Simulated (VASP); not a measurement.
## ZnS: single point with LDA

ZnS:

```xyz
12
Lattice="3.8120 0.0000 0.0000 -1.9060 3.3013 0.0000 0.0000 0.0000 18.6900" Properties=species:S:1:pos:R:3 pbc="T T T"
Zn    0.0000    2.2009   15.5749
Zn    1.9060    1.1004    6.2299
Zn    1.9060    1.1004   12.4601
Zn    0.0000    2.2009    3.1151
Zn    0.0000    0.0000    9.3450
Zn    0.0000    0.0000    0.0000
S     0.0000    2.2009   17.9112
S     1.9060    1.1004    8.5662
S     1.9060    1.1004   14.7963
S     0.0000    2.2009    5.4513
S     0.0000    0.0000   11.6812
S     0.0000    0.0000    2.3362
```

```json
{
 "Program": "VASP 6.6.1",
 "Task": "single point",
 "Functional": "LDA",
 "Potentials or basis": "VASP PAW LDA potentials, release 64 (Zn, S)",
 "Cutoff": "520 eV",
 "k mesh": "8 × 8 × 2",
 "Occupations": "fermi-dirac, width 0.05 eV",
 "Spin": "no spin polarisation",
 "Dipole correction": "no",
 "Further INCAR settings": "ALGO = Normal; EDIFF = 1e-07; NBANDS = 66"
}
```

```
Pressure               : -3.9 GPa
Largest force          : 0.028 eV/Å
Band gap on the k mesh : 1.94 eV
```

Forces in eV/Å, atoms in the order of the input:
```
Zn   0.000  0.000  0.001
Zn   0.000  0.000  0.001
Zn   0.000  0.000  0.014
Zn   0.000  0.000  0.014
Zn   0.000  0.000 -0.007
Zn   0.000  0.000 -0.007
S    0.000  0.000 -0.028
S    0.000  0.000 -0.028
S    0.000  0.000 -0.007
S    0.000  0.000 -0.007
S    0.000  0.000  0.028
S    0.000  0.000  0.028
```

Levels at points of the mesh, in eV from the valence-band top:
```tsv
k point	band 50	band 51	band 52	band 53	band 54	band 55	band 56	band 57	band 58	band 59
(0.00, 0.00, 0.00)	-0.25	-0.25	-0.02	0.00	0.00	1.94	3.02	3.07	3.14	3.18
(0.50, 0.00, 0.00)	-1.53	-1.29	-1.28	-1.12	-0.89	3.24	3.36	3.40	3.68	3.85
(0.00, 0.00, 0.50)	-0.48	-0.07	-0.07	-0.07	-0.07	2.45	2.45	3.08	3.08	3.34
(0.50, 0.00, 0.50)	-1.64	-1.24	-1.24	-1.00	-1.00	3.16	3.16	3.66	3.66	3.95
```

It took 12 min on 1 thread of Intel Xeon 8259CL, on a shared host, peak memory 0.36 GiB.

Caveat: the cell stands under tension.
